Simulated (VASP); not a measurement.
# CdF2 (Fm-3m) in VASP: a series of runs

Runs on CdF2. Level: PBE+D3(BJ). Tasks: single point.

Everything below comes from runs of VASP 6.6.1. Logs are shortened: lines on timing, memory, paths and dates and some standing lists are left out, and cuts for length are marked.

### Step 1. The cell of the first run

It takes space group Fm-3m (No. 225, cubic). The conventional cell has a = 5.217 Å, b = 5.217 Å, c = 5.217 Å, α = 90.00°, β = 90.00°, γ = 90.00°. Within 3.0 Å of Cd (site symmetry m-3m) lie 8 F at 2.26 Å. F (site symmetry -43m) has 4 Cd at 2.26 Å and 6 F at 2.61 Å within 3.0 Å.

### Step 2. Single point, PBE+D3(BJ) (volume scaled by 0.88)

INCAR reads:

```
PREC = Accurate
ENCUT = 520
EDIFF = 1E-6
ISMEAR = 0
SIGMA = 0.02
LREAL = F
LASPH = T
NELM = 100
ALGO = Normal
ISIF = 2
LWAVE = F
LCHARG = F
GGA = PE
IVDW = 12
NBANDS = 20
```

KPOINTS reads:

```
regular mesh
0
Gamma
  8 8 8
```

POSCAR reads:

```
CdF2
1.0
    0.0000000000      2.6086797945      2.6086797945
    2.6086797945      0.0000000000      2.6086797945
    2.6086797945      2.6086797945      0.0000000000
Cd F
1 2
Direct
    0.0000000000      0.0000000000      0.0000000000
    0.2500000000      0.2500000000      0.2500000000
    0.7500000000      0.7500000000      0.7500000000
```

Potentials or basis: VASP PAW PBE potentials, release 64 (Cd, F).

On the command line:

```sh
cat potpaw_PBE.64/Cd/POTCAR potpaw_PBE.64/F/POTCAR > POTCAR
mpirun -np 1 vasp_std > vasp.out
```

OUTCAR:

```text
PREC = Accurate
   ENCUT = 520
   EDIFF = 1E-6
   ISMEAR = 0
   LREAL = F
   LASPH = T
   NELM = 100
   ISIF = 2
   GGA = PE
   IVDW = 12
 IVDW          = 12

 ion  position               nearest neighbor table
   1  0.000  0.000  0.000-   3 2.26   3 2.26   3 2.26   2 2.26   2 2.26   2 2.26   3 2.26   2 2.26

   2  0.250  0.250  0.250-   1 2.26   1 2.26   1 2.26   1 2.26
   3  0.750  0.750  0.750-   1 2.26   1 2.26   1 2.26   1 2.26

  LATTYP: Found a face centered cubic cell.
 ALAT       =     5.2173595890

  Lattice vectors:

 A1 = (   0.0000000000,   2.6086797945,   2.6086797945)
 A2 = (   2.6086797945,   0.0000000000,   2.6086797945)
 A3 = (   2.6086797945,   2.6086797945,   0.0000000000)

Analysis of symmetry for initial positions (statically):
=====================================================================
 Subroutine PRICEL returns:
 Original cell was already a primitive cell.

 Routine SETGRP: Setting up the symmetry group for a
 face centered cubic supercell.

 Subroutine GETGRP returns: Found 48 space group operations
 (whereof 48 operations were pure point group operations)
 out of a pool of 48 trial point group operations.

The static configuration has the point symmetry O_h .

Analysis of symmetry for dynamics (positions and initial velocities):
=====================================================================
 Subroutine PRICEL returns:
 Original cell was already a primitive cell.

 Routine SETGRP: Setting up the symmetry group for a
 face centered cubic supercell.

 Subroutine GETGRP returns: Found 48 space group operations
 (whereof 48 operations were pure point group operations)
 out of a pool of 48 trial point group operations.

The dynamic configuration has the point symmetry O_h .

 Subroutine INISYM returns: Found 48 space group operations
 (whereof 48 operations are pure point group operations),
 and found     1 'primitive' translations

----------------------------------------------------------------------------------------

                                     Primitive cell

  volume of cell :      35.5052

  direct lattice vectors                    reciprocal lattice vectors
     0.000000000  2.608679794  2.608679794    -0.191667832  0.191667832  0.191667832
[... 83 lines left out ...]
   LNONCOLLINEAR =      F non collinear calculations
   LSORBIT =      F    spin-orbit coupling
   LASPH  =      T    aspherical Exc in radial PAW
   ENCUT  =  520.0 eV  38.22 Ry    6.18 a.u.   6.86  6.86  6.86*2*pi/ulx,y,z
   NELM   =    100;   NELMIN=  2; NELMDL= -5     # of ELM steps
   EDIFF  = 0.1E-05   stopping-criterion for ELM
   LREAL  =      F    real-space projection
   EDIFFG = 0.1E-04   stopping-criterion for IOM
   NSW    =      0    number of steps for IOM
   IBRION =     -1    ionic relax: 0-MD 1-quasi-New 2-CG
   NFREE  =      0    steps in history (QN), initial steepest desc. (CG)
   ISIF   =      2    stress and relaxation
   ISYM   =      2    0-nonsym 1-usesym 2-fastsym
   POTIM  = 0.5000    time-step for ionic-motion
   TEBEG  =    0.0;   TEEND  =   0.0 temperature during run
   PSTRESS=    0.0 pullay stress
   NELECT =      26.0000    total number of electrons
   NUPDOWN=      -1.0000    fix difference up-down
   EMIN   =  10.00;   EMAX   =-10.00  energy-range for DOS
   EFERMI =   0.00;   METHOD = LEGACY
   ISMEAR =     0;   SIGMA  =   0.02  broadening in eV -4-tet -1-fermi 0-gaus
   EFERMI_NEDOS =   21; number of points for ismear=-14 and -15
   IALGO  =     38    algorithm
   IMIX   =      4    mixing-type and parameters
     AMIX     =   0.40;   BMIX     =  1.00
     AMIX_MAG =   1.60;   BMIX_MAG =  1.00
  volume/ion in A,a.u.               =      11.84        79.87
  Fermi-wavevector in a.u.,A,eV,Ry     =   1.475600  2.788479 29.625243  2.177394
  Thomas-Fermi vector in A             =   2.590229
   LORBIT       =      0    0 simple, 1 ext, 2 COOP (PROOUT), +10 PAW based schemes
   GGA     = PE    functional components
   LHFCALC =     F    Hartree Fock is set to
   AEXX    =    0.0000 exact exchange contribution
   IVDW    =    12    specifies the selected vdW correction
   LEPSILON=     F    determine dielectric tensor
   LRPA    =     F    only Hartree local field effects (RPA)
 non-spin polarized calculation
 Gauss-broadening in eV      SIGMA  =   0.02
  energy-cutoff  :      520.00
  volume of cell :       35.51
 maximum number of plane-waves:       982
   NGX = 13   NGY = 13   NGZ = 13

 number of electron      26.0000015 magnetization

 Free energy of the ion-electron system (eV)
  ---------------------------------------------------
  ext. energy  EPLUGINS =         0.00000000
  ---------------------------------------------------
  free energy    TOTEN  =       -10.55897836 eV

  energy without entropy =      -10.55897836  energy(sigma->0) =      -10.55897836

 E-fermi :  -0.3630     XC(G=0): -10.9486

 val. band max:       -0.5173556309   @ k =  -0.2500   0.5000   0.2500
 cond. band min:       2.8967579151   @ k =   0.0000   0.0000   0.0000
 fundamental gap:      3.4141135460
 Fermi energy:        -0.3630450491

 k-point     1 :       0.0000    0.0000    0.0000
  band No.  band energies     occupation
      1     -21.9234      2.00000
      2     -20.5180      2.00000
      3      -6.5225      2.00000
      4      -6.5225      2.00000
      5      -6.5225      2.00000
      6      -4.8444      2.00000
[... 541 lines left out ...]
     19      18.8883      0.00000
     20      22.5250      0.00000

 [... further k-points ...]

------------------------ aborting loop because EDIFF is reached ----------------------------------------

 Edisp (eV)   -0.55376

 E8    (eV) :    -0.2088

  FORCE on cell =-STRESS in cart. coord.  units (eV):
  Direction    XX          YY          ZZ          XY          YZ          ZX
  --------------------------------------------------------------------------------------
  -------------------------------------------------------------------------------------
  Total       4.12022     4.12022     4.12022     0.00000    -0.00000     0.00000
  in kB     185.92519   185.92519   185.92519     0.00000    -0.00000     0.00000
  external pressure =      185.93 kB  Pullay stress =        0.00 kB

 VOLUME and BASIS-vectors are now :
 -----------------------------------------------------------------------------
  energy-cutoff  :      520.00
  volume of cell :       35.51
      direct lattice vectors                 reciprocal lattice vectors
     0.000000000  2.608679794  2.608679794    -0.191667832  0.191667832  0.191667832
     2.608679794  0.000000000  2.608679794     0.191667832 -0.191667832  0.191667832
     2.608679794  2.608679794  0.000000000     0.191667832  0.191667832 -0.191667832

 POSITION                                       TOTAL-FORCE (eV/Angst)
 -----------------------------------------------------------------------------------
      0.00000      0.00000      0.00000        -0.000000     -0.000000     -0.000000
      1.30434      1.30434      1.30434         0.000000      0.000000     -0.000000
      3.91302      3.91302      3.91302        -0.000000     -0.000000      0.000000
 -----------------------------------------------------------------------------------
    total drift:                                0.000000      0.000000      0.000000

  FREE ENERGIE OF THE ION-ELECTRON SYSTEM (eV)
  ---------------------------------------------------
  free  energy   TOTEN  =       -11.1127401660 eV

  energy  without entropy=      -11.1127401660  energy(sigma->0) =      -11.11274017
```

It took 11 s on 1 thread of Intel Xeon Platinum 8559C (Emerald Rapids), shared host; peak memory 0.17 GiB.

What came out:

```
Free energy                : -11.1127 eV
Pressure                   : 18.6 GPa
Band gap on the k mesh     : 3.41 eV, indirect (least direct gap 3.77 eV)
Dispersion energy per atom : -0.185 eV
```

Levels at points of the mesh, in eV from the valence-band top:
| k point | band 9 | band 10 | band 11 | band 12 | band 13 | band 14 | band 15 | band 16 | band 17 | band 18 |
| --- | --- | --- | --- | --- | --- | --- | --- | --- | --- | --- |
| (0.00, 0.00, 0.00) | -1.25 | -1.25 | -0.36 | -0.36 | -0.36 | 3.41 | 13.14 | 13.14 | 13.14 | 18.52 |
| (0.50, 0.00, 0.00) | -2.74 | -2.24 | -2.24 | -0.32 | -0.32 | 7.92 | 9.46 | 15.36 | 15.36 | 18.86 |
| (0.50, 0.50, 0.00) | -3.52 | -3.18 | -0.71 | -0.10 | -0.10 | 8.80 | 10.19 | 12.10 | 15.16 | 15.16 |

### Step 3. Single point, PBE+D3(BJ) (volume scaled by 0.91)

INCAR reads:

```
  PREC = Accurate
  ENCUT = 520
  EDIFF = 1E-7
  ISMEAR = 0
  SIGMA = 0.02
  LREAL = False
  LASPH = True
  NELM = 60
  ALGO = Normal
  ISIF = 2
  LWAVE = False
  LCHARG = False
  GGA = PE
  IVDW = 12
  NBANDS = 20
```

KPOINTS reads:

```
Automatic mesh
0
Gamma
  8 8 8
```

POSCAR reads:

```
CdF2
1.0
    0.0000000000      2.6379932570      2.6379932570
    2.6379932570      0.0000000000      2.6379932570
    2.6379932570      2.6379932570      0.0000000000
Cd F
1 2
Direct
    0.0000000000      0.0000000000      0.0000000000
    0.2500000000      0.2500000000      0.2500000000
    0.7500000000      0.7500000000      0.7500000000
```

Potentials or basis: VASP PAW PBE potentials, release 64 (Cd, F).

On the command line:

```sh
cat potpaw_PBE.64/Cd/POTCAR potpaw_PBE.64/F/POTCAR > POTCAR
mpirun -np 1 vasp_std > vasp.out
```

Wall time 12 s (1 thread of Intel Xeon Platinum 8559C (Emerald Rapids), shared host); peak memory 0.17 GiB.

It converged, with:

```yaml
Free_energy: -11.2337 eV
Pressure: 12.8 GPa
Band_gap_on_the_k_mesh: 3.29 eV, indirect (least direct gap 3.70 eV)
Dispersion_energy_per_atom: -0.178 eV
```

Levels at points of the mesh, in eV from the valence-band top:
```
           k point  band 11  band 12  band 13  band 14  band 15  band 16
(0.00, 0.00, 0.00)    -0.41    -0.41    -0.41     3.29    12.99    12.99
(0.50, 0.00, 0.00)    -2.09    -0.35    -0.35     7.66     9.36    15.06
(0.50, 0.50, 0.00)    -0.63    -0.10    -0.10     8.53    10.00    12.05
```
